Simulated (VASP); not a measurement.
TiAu, 2 atoms in the cell. The structure is cubic, space group Pm-3m (No. 221). Conventional cell: a = 3.189 Å, b = 3.189 Å, c = 3.189 Å, α = 90.00°, β = 90.00°, γ = 90.00°. Within 3.6 Å of Ti (site symmetry m-3m) lie 8 Au at 2.76 Å and 6 Ti at 3.19 Å. Au (site symmetry m-3m) has 8 Ti at 2.76 Å and 6 Au at 3.19 Å within 3.6 Å. 

- Program: VASP 6.6.1
- Task: relaxation of cell and atoms
- Functional: LDA
- Potentials or basis: VASP PAW LDA potentials, release 64 (Ti_sv, Au)
- Cutoff: 500 eV
- k mesh: 14 × 14 × 14
- Occupations: gaussian, width 0.1 eV
- Spin: no spin polarisation
- Dipole correction: no
- Further INCAR settings: ALGO = Normal; EDIFF = 1e-07; IBRION = 2; EDIFFG = -0.005; NSW = 100; ISIF = 3

Potentials or basis: VASP PAW LDA potentials, release 64 (Ti_sv, Au).

The run is started by

```console
$ cat potpaw_LDA.64/Ti_sv/POTCAR potpaw_LDA.64/Au/POTCAR > POTCAR
$ mpirun -np 1 vasp_std > vasp.out
```

Hardware: 1 thread of Intel(R) Xeon(R) Platinum 8375C CPU @ 2.90GHz (Ice Lake) (shared host).

Task: How long does it take, and how much memory?

Result: Run time: 83 s on 1 thread of Intel(R) Xeon(R) Platinum 8375C CPU @ 2.90GHz (Ice Lake), on a shared host, peak memory 0.18 GiB. Counts: scf iterations 32, k points 120, ion steps 3.
